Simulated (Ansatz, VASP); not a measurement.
**One calculation of YIn, two programs**

```xyz
2
Lattice="3.5424 0.0000 0.0000 0.0000 3.5424 0.0000 0.0000 0.0000 4.1950" Properties=species:S:1:pos:R:3 pbc="T T T"
Y     0.0000    0.0000    0.0000
In    1.7712    1.7712    2.0975
```

Alike in both runs: task single point; functional LDA; k mesh 11 × 11 × 9; occupations fermi-dirac, width 0.03 eV; no spin polarisation.

```csv
,VASP,Ansatz
version,VASP 6.6.1,Ansatz 0.2.0
potentials or method,"VASP PAW LDA potentials, release 64 (Y_sv, In_d), cutoff 520 eV","all-electron LAPW, scalar-relativistic"
```

```tsv
	VASP	Ansatz	Ansatz less VASP
pressure (GPa)	-4.1	-4.2	-0.05
traceless stress, the component that is largest in VASP (GPa)	-0.11	-0.12	-0.014
```

LDA's correlation is that of Perdew and Zunger in VASP and of Perdew and Wang (1992) in Ansatz. Ansatz ran all-electron here, and VASP with PAW potentials.
